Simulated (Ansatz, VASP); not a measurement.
# BaTiO3 in VASP and in Ansatz

```
Ba Ti O
1.0
     2.86307   -1.65299   -2.35630
     0.00000    3.30599   -2.35630
     8.76645    5.06131    7.21248
Ba Ti O
3 3 9
Direct
  0.99475 0.99475 0.90091
  0.99497 0.99497 0.24765
  0.99486 0.99486 0.57428
  0.48078 0.48078 0.08899
  0.48068 0.48068 0.41561
  0.48057 0.48057 0.74224
  0.51158 0.02220 0.07893
  0.51147 0.02210 0.40556
  0.51137 0.02199 0.73218
  0.02220 0.51158 0.07893
  0.02210 0.51147 0.40556
  0.02199 0.51137 0.73218
  0.51153 0.51153 0.23877
  0.51142 0.51142 0.56540
  0.51132 0.51132 0.89203
```

Alike in both runs: task single point; functional PBE; k mesh 6 × 6 × 2; occupations gaussian, width 0.05 eV; no spin polarisation.

```csv
,VASP,Ansatz
version,VASP 6.6.1,Ansatz 0.2.0
potentials or method,"VASP PAW PBE potentials, release 64 (Ba_sv, Ti_sv, O), cutoff 520 eV","scalar-relativistic, plane waves, PAW"
valence electrons in the cell,120,120
```

VASP gave:

* gap on the k mesh at the Fermi level (eV): 2.42
* least direct gap on the mesh (eV): 2.99
* pressure (GPa): -0.2
* traceless stress, the component that is largest in VASP (GPa): -0.54
* rms of the force components (eV/Å): 0.147

Q: Estimate Ansatz's values.

A: gap on the k mesh at the Fermi level (eV): 2.44; least direct gap on the mesh (eV): 2.99; pressure (GPa): -1.7; traceless stress, the component that is largest in VASP (GPa): -0.50; rms of the force components (eV/Å): 0.142.

Atom by atom the forces differ by 0.039 eV/Å (rms over components). The functional is the same, so the differences come from potentials, cutoffs and numerics.

Spin-orbit coupling is off throughout.
